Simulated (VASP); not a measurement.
Write the native input for VASP 6.6.1 that does the following.

| Item | Value |
| --- | --- |
| Task | single point |
| Functional | LDA |
| Potentials or basis | VASP PAW PBE potentials, release 64 (Gd, N) |
| Cutoff | 520 eV |
| k mesh | 7 × 7 × 7 |
| Occupations | gaussian, width 0.05 eV |
| Spin | collinear spin, ferrimagnetic start |
| Starting moments | [6.97, -0.79] μB |
| Fixed moment | 5.25 μB |
| Hubbard terms | Gd f U = 2.0 eV |
| Dipole correction | no |
| Further INCAR settings | ALGO = Normal; EDIFF = 1e-07; NBANDS = 22 |

The structure of GdN lies in POSCAR:

```
GdN
1.0
    0.0000000000      2.4994985700      2.4994985700
    2.4994985700      0.0000000000      2.4994985700
    2.4994985700      2.4994985700      0.0000000000
Gd N
1 1
Direct
    0.5000000000      0.5000000000      0.5000000000
    0.0000000000      0.0000000000      0.0000000000
```

These files were run (other wordings do the same):

INCAR

```
SYSTEM = GdN
ALGO     = Normal         ! electronic algorithm
EDIFF    = 1E-7           ! SCF threshold, eV
ENCUT    = 520            ! plane-wave cutoff, eV
GGA      = CA             ! functional
ISIF     = 2              ! what is computed and relaxed
ISMEAR   = 0              ! smearing method
ISPIN    = 2              ! spin polarisation
LASPH    = .True.         ! aspherical terms in the spheres
LCHARG   = .False.        ! write CHGCAR
LDAU     = .True.         ! DFT+U
LDAUJ    = 0 0          
LDAUL    = 3 -1           ! shell
LDAUPRINT= 1            
LDAUTYPE = 2            
LDAUU    = 2 0            ! U, eV
LMAXMIX  = 6              ! l up to which the mixer works
LORBIT   = 11             ! projections on sites
LREAL    = .False.        ! projectors in reciprocal space
LWAVE    = .False.        ! write WAVECAR
MAGMOM   = 6.97 -0.79     ! initial moments
NBANDS   = 22             ! bands
NELM     = 150            ! most SCF steps
NUPDOWN  = 5.25           ! fixed moment
PREC     = Accurate       ! precision mode
SIGMA    = 0.05           ! smearing width, eV
```

KPOINTS

```
k-points
0
Gamma
  7 7 7
  0 0 0
```

Potentials or basis: VASP PAW PBE potentials, release 64 (Gd, N).

Command:

```bash
$ cat potpaw_PBE.64/Gd/POTCAR potpaw_PBE.64/N/POTCAR > POTCAR
$ mpirun -np 1 vasp_std > vasp.out
```

Results of the run:

- Pressure: -10.2 GPa
- Net moment: 5.25 μB per cell
- Site moments: Gd +6.21; N -0.52 μB
- Valence electrons inside the program's atomic spheres: Gd 15.30; N 3.55

Caveat: the PAW data sets were made with another functional, which shifts forces and pressure a little; the total moment is fixed, so each spin has its own Fermi level; a cell with one magnetic atom can't hold antiferromagnetic order, which such compounds often take.

Wall time 42 s on 1 thread of Intel(R) Xeon(R) Platinum 8488C (Sapphire Rapids), with other jobs on the host, peak memory 0.17 GiB.
